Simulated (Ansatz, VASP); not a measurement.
## Two plane-wave programs on GaSb

```
CELL_PARAMETERS angstrom
0.00000 3.05590 3.05590
3.05590 0.00000 3.05590
3.05590 3.05590 0.00000
ATOMIC_POSITIONS crystal
Ga 0.00000 0.00000 0.00000
Sb 0.25000 0.25000 0.25000
```

Alike in both runs: task single point; functional PBEsol; k mesh 10 × 10 × 10; occupations gaussian, width 0.01 eV; non-collinear spin, spin-orbit coupling.

|  | VASP | Ansatz |
| --- | --- | --- |
| version | VASP 6.6.1 | Ansatz 0.2.0 |
| potentials or method | VASP PAW PBE potentials, release 64 (Ga_d, Sb), cutoff 520 eV | plane waves, PAW |
| valence electrons in the cell | 18 | 28 |

|  | VASP | Ansatz | Ansatz less VASP |
| --- | --- | --- | --- |
| net moment per atom (μB) | 0.00 | 0.00 | 0.000 |

VASP's potentials were made for PBE, not for PBEsol, and Ansatz warns of the same on its side. With one functional, cell and mesh, what is left measures potentials, basis and numerics. VASP's potentials hold 18 valence electrons a cell and Ansatz's 28, so a difference there can come from the potentials and not from the codes.
